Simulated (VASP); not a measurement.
# Ga6N7 (a cell with a defect) in VASP: single point with PBE

Aim: the single point of Ga6N7 (a cell with a defect) with PBE.

Program: VASP 6.6.1. These are calculated values, not measurements. Logs are shortened: lines on timing, memory, paths and dates and some standing lists are left out, and cuts for length are marked.

### 1 The cell of the first run

The cell holds a defect, 13 atoms: a = 5.243 Å, b = 5.574 Å, c = 5.574 Å, α = 120.00°, β = 90.00°, γ = 90.00°.

### 2 Single point, PBE, collinear spin, ferromagnetic start

The input, INCAR:

```
PREC = Accurate ; ENCUT = 520
EDIFF = 1E-6 ; ISMEAR = 0
SIGMA = 0.02 ; LREAL = False
LASPH = True ; NELM = 150
ALGO = Normal ; ISIF = 2
LWAVE = False ; LCHARG = False
ISPIN = 2 ; MAGMOM = 0 0 0 0 0 0 0.17 0.17 0.17 0.19 0.19 0.19 1.59
LORBIT = 11 ; GGA = PE
NBANDS = 72
```

The input, KPOINTS:

```
Automatic mesh
0
Gamma
  3 3 3
```

The input, POSCAR:

```
Ga6N7
1.0
    0.0000000000      0.0000000000      5.2431684095
    4.8275562239     -2.7871908853      0.0000000000
   -0.0000000001      5.5743817708      0.0000000000
Ga N
6 7
Direct
    0.4975302711      0.3330726615      0.3330724666
    0.4975020439     -0.0000006214      0.6669027025
    0.4975108172      0.6669103063      0.9999990234
    1.0007395510      0.0000002072      0.3260039682
    1.0007399325      0.6739853145      0.6739853638
    1.0007397417      0.3260071819      1.0000002646
    0.8860239911      0.3479814470      0.3479827534
    0.8860335273      0.0000022786      0.6520104830
    0.8860304757      0.6520139495      1.0000035101
    0.3692751880     -0.0000002071      0.3431301445
    0.3692780488      0.6568486938      0.6568485696
    0.3692765230      0.3431367597      0.9999996194
   -0.3379244879     -0.0000308645     -0.0000443144
```

Potentials or basis: VASP PAW PBE potentials, release 64 (Ga_d, N).

On the command line:

```console
> cat potpaw_PBE.64/Ga_d/POTCAR potpaw_PBE.64/N/POTCAR > POTCAR
> mpirun -np 1 vasp_std > vasp.out
```

OUTCAR:

```text
PREC = Accurate
   ENCUT = 520
   EDIFF = 1E-6
   ISMEAR = 0
   LREAL = False
   LASPH = True
   NELM = 150
   ISIF = 2
   ISPIN = 2
   LORBIT = 11
   GGA = PE

 ion  position               nearest neighbor table
   1  0.498  0.333  0.333-  11 1.93  10 2.00  12 2.00   7 2.04  13 2.05
   2  0.498  1.000  0.667-  10 1.93  12 2.00  11 2.00   8 2.04  13 2.05
   3  0.498  0.667  1.000-  12 1.93  10 2.00  11 2.00   9 2.04  13 2.05
   4  0.001  0.000  0.326-   8 1.91  10 1.93   9 1.98   7 1.98
   5  0.001  0.674  0.674-   7 1.91  11 1.93   8 1.98   9 1.98
   6  0.001  0.326  0.000-   9 1.91  12 1.93   8 1.98   7 1.98
   7  0.886  0.348  0.348-   5 1.91   4 1.98   6 1.98   1 2.04
   8  0.886  0.000  0.652-   4 1.91   6 1.98   5 1.98   2 2.04
   9  0.886  0.652  0.000-   6 1.91   4 1.98   5 1.98   3 2.04
  10  0.369  1.000  0.343-   2 1.93   4 1.93   1 2.00   3 2.00
  11  0.369  0.657  0.657-   1 1.93   5 1.93   3 2.00   2 2.00
  12  0.369  0.343  1.000-   3 1.93   6 1.93   1 2.00   2 2.00
  13  0.662  1.000  1.000-   2 2.05   3 2.05   1 2.05

  LATTYP: Found a hexagonal cell.
 ALAT       =     5.5743817707
 C/A-ratio  =     0.9405829427

  Lattice vectors:

 A1 = (   4.8275562239,  -2.7871908853,   0.0000000000)
 A2 = (  -0.0000000001,   5.5743817708,   0.0000000000)
 A3 = (   0.0000000000,   0.0000000000,   5.2431684095)

Analysis of symmetry for initial positions (statically):
=====================================================================
 Subroutine PRICEL returns:
 Original cell was already a primitive cell.

 Routine SETGRP: Setting up the symmetry group for a
 hexagonal supercell.

 Subroutine GETGRP returns: Found  1 space group operations
 (whereof  1 operations were pure point group operations)
 out of a pool of 24 trial point group operations.

The static configuration has the point symmetry C_1 .

Analysis of symmetry for dynamics (positions and initial velocities):
=====================================================================
 Subroutine PRICEL returns:
 Original cell was already a primitive cell.

 Routine SETGRP: Setting up the symmetry group for a
 hexagonal supercell.

 Subroutine GETGRP returns: Found  1 space group operations
 (whereof  1 operations were pure point group operations)
 out of a pool of 24 trial point group operations.

The dynamic configuration has the point symmetry C_1 .

[... 183 lines left out ...]
      1     -11.5581      1.00000
      2      -9.6445      1.00000
      3      -9.4812      1.00000
      4      -9.4811      1.00000
      5      -9.4542      1.00000
      6      -9.4541      1.00000
[... 983 lines left out ...]
     67      13.4383      0.00000
     68      13.4385      0.00000
 Fermi energy:         6.2445262551

 spin component 2

 k-point     1 :       0.0000    0.0000    0.0000
  band No.  band energies     occupation
      1     -10.8101      1.00000
      2      -9.4691      1.00000
      3      -9.3142      1.00000
      4      -9.3140      1.00000
      5      -9.3109      1.00000
      6      -9.3108      1.00000
[... 983 lines left out ...]
     67      13.5533      0.00000
     68      13.5536      0.00000
 [bands above 68 left out]

------------------------ aborting loop because EDIFF is reached ----------------------------------------

  FORCE on cell =-STRESS in cart. coord.  units (eV):
  Direction    XX          YY          ZZ          XY          YZ          ZX
  --------------------------------------------------------------------------------------
  -------------------------------------------------------------------------------------
  Total       10.6336446     10.6353600     10.3004784     -0.0008637      0.0001085      0.0000767
  in kB      120.7465878    120.7660667    116.9634370     -0.0098079      0.0012316      0.0008706
  external PRESSURE =     119.4920305 kB  Pullay stress =       0.0000000 kB

 VOLUME and BASIS-vectors are now :
 -----------------------------------------------------------------------------
  energy-cutoff  :      520.00
  volume of cell :      141.10
      direct lattice vectors                 reciprocal lattice vectors
     0.000000000  0.000000000  5.243168409     0.000000000  0.000000000  0.190724372
     4.827556224 -2.787190885  0.000000000     0.207144144  0.000000000  0.000000000
    -0.000000000  5.574381771  0.000000000     0.103572072  0.179392091  0.000000000

 POSITION                                       TOTAL-FORCE (eV/Angst)
 -----------------------------------------------------------------------------------
      1.60793      0.92834      2.60864         0.027571      0.015810     -0.020478
      4.82755      0.93038      2.60849        -0.000167     -0.031397     -0.019661
      3.21955      3.71557      2.60853        -0.027405      0.015545     -0.019913
      0.00000      1.81727      0.00388        -0.000051      0.012175      0.010213
      3.25370      1.87853      0.00388        -0.010442     -0.006034      0.010152
      1.57382     -0.90864      0.00388         0.010509     -0.006114      0.010235
      1.67990      0.96990      4.64557         0.007824      0.004427      0.007991
      0.00001      3.63455      4.64562        -0.000139     -0.008998      0.007794
      3.14763     -1.81727      4.64561        -0.007924      0.004336      0.007876
      4.82756     -0.87445      1.93617        -0.000089      0.010872     -0.006549
      3.17097      1.83076      1.93619        -0.009377     -0.005459     -0.006890
      1.65651      4.61799      1.93618         0.009333     -0.005534     -0.006695
      4.82741      2.78703      3.47137         0.000356      0.000370      0.025925
 -----------------------------------------------------------------------------------
    total drift:                                0.000040     -0.000012     -0.005127

  FREE ENERGIE OF THE ION-ELECTRON SYSTEM (eV)
  ---------------------------------------------------
  free  energy   TOTEN  =       -73.6366735415 eV

  energy  without entropy=      -73.6366735415  energy(sigma->0) =      -73.63667354

 total charge

# of ion       s       p       d       tot
------------------------------------------
    1        0.768   0.863  10.188  11.819
    2        0.768   0.863  10.188  11.819
    3        0.768   0.863  10.188  11.819
    4        0.791   0.887  10.181  11.859
    5        0.791   0.887  10.181  11.859
    6        0.791   0.887  10.181  11.859
    7        1.243   2.477   0.000   3.720
    8        1.243   2.477   0.000   3.720
    9        1.243   2.477   0.000   3.720
   10        1.238   2.493   0.000   3.731
   11        1.238   2.493   0.000   3.731
   12        1.238   2.493   0.000   3.731
   13        1.364   2.218   0.000   3.582
--------------------------------------------------
tot         13.486  22.377  61.108  96.970

 magnetization (x)

# of ion       s       p       d       tot
------------------------------------------
    1       -0.009  -0.003   0.032   0.021
    2       -0.009  -0.003   0.032   0.021
    3       -0.009  -0.003   0.032   0.021
    4        0.006   0.023   0.012   0.041
    5        0.006   0.023   0.012   0.041
    6        0.006   0.023   0.012   0.041
    7        0.016   0.148   0.000   0.164
    8        0.016   0.148   0.000   0.164
    9        0.016   0.148   0.000   0.164
   10        0.013   0.131   0.000   0.144
   11        0.013   0.131   0.000   0.144
   12        0.013   0.131   0.000   0.144
   13        0.033   1.256   0.000   1.289
--------------------------------------------------
tot          0.112   2.152   0.133   2.397
```

OSZICAR:

```text
N       E                     dE             d eps       ncg     rms          rms(c)
DAV:   1     0.152306992309E+04    0.15231E+04   -0.46808E+04  4632   0.291E+03
DAV:   2     0.285827600402E+03   -0.12372E+04   -0.11477E+04  4032   0.833E+02
DAV:   3    -0.485893524348E+02   -0.33442E+03   -0.31613E+03  4896   0.263E+02
DAV:   4    -0.825931000312E+02   -0.34004E+02   -0.33080E+02  4560   0.871E+01
DAV:   5    -0.847694389154E+02   -0.21763E+01   -0.21609E+01  5760   0.230E+01    0.187E+01
DAV:   6    -0.733501624492E+02    0.11419E+02   -0.33099E+01  6984   0.546E+01    0.610E+00
DAV:   7    -0.735950738188E+02   -0.24491E+00   -0.69439E+00  4760   0.149E+01    0.474E+00
DAV:   8    -0.736450825353E+02   -0.50009E-01   -0.97315E-01  5016   0.106E+01    0.290E+00
DAV:   9    -0.736254826393E+02    0.19600E-01   -0.15751E-01  5112   0.600E+00    0.151E+00
DAV:  10    -0.736404699030E+02   -0.14987E-01   -0.96143E-02  4528   0.203E+00    0.515E-01
DAV:  11    -0.736363613195E+02    0.41086E-02   -0.19257E-02  5576   0.965E-01    0.327E-01
DAV:  12    -0.736363765247E+02   -0.15205E-04   -0.69635E-03  5792   0.790E-01    0.205E-01
DAV:  13    -0.736365091143E+02   -0.13259E-03   -0.17142E-03  7072   0.408E-01    0.845E-02
DAV:  14    -0.736366728515E+02   -0.16374E-03   -0.82465E-04  5008   0.324E-01    0.340E-02
DAV:  15    -0.736366727802E+02    0.71237E-07   -0.75374E-05  5288   0.135E-01    0.185E-02
DAV:  16    -0.736366723763E+02    0.40392E-06   -0.24917E-05  4536   0.354E-02    0.830E-03
DAV:  17    -0.736366734275E+02   -0.10512E-05   -0.51924E-06  4488   0.369E-02    0.376E-03
DAV:  18    -0.736366735415E+02   -0.11404E-06   -0.18877E-06  3344   0.146E-02
   1 F= -.73636674E+02 E0= -.73636674E+02  d E =-.101751E-18  mag=     3.0000
```

stdout:

```text
POSCAR found type information on POSCAR GaN
 POSCAR found :  2 types and      13 ions
 scaLAPACK will be used
 LDA part: xc-table for (Slater+PW92), standard interpolation
 POSCAR, INCAR and KPOINTS ok, starting setup
 FFT: planning ... GRIDC
 FFT: planning ... GRID_SOFT
 FFT: planning ... GRID
 WAVECAR not read
 entering main loop
```

Run time: 7.9 min. Hardware: 1 thread of Intel Xeon 8259CL, shared host; peak memory 0.37 GiB.

Results:

| Quantity | Value |
| --- | --- |
| Free energy | -73.6367 eV |
| Pressure | 11.9 GPa |
| Largest force | 0.038 eV/Å |
| Band gap on the k mesh | 0.51 eV |
| Net moment | 3.00 μB per cell |
| Site moments | Ga +0.02, +0.04 (each value once); N +0.16, +0.14, +1.29 (each value once) μB |
| Valence electrons inside the program's atomic spheres | Ga 11.82, 11.86 (each value once); N 3.72, 3.73, 3.58 (each value once) |

Forces on the atoms (eV/Å):
```
Ga   0.028  0.016 -0.020
Ga   0.000 -0.031 -0.020
Ga  -0.027  0.016 -0.020
Ga   0.000  0.012  0.010
Ga  -0.010 -0.006  0.010
Ga   0.011 -0.006  0.010
N    0.008  0.004  0.008
N    0.000 -0.009  0.008
N   -0.008  0.004  0.008
N    0.000  0.011 -0.007
N   -0.009 -0.005 -0.007
N    0.009 -0.006 -0.007
N    0.000  0.000  0.026
```

Caveat: the k points lie up to 0.43 Å⁻¹ apart.
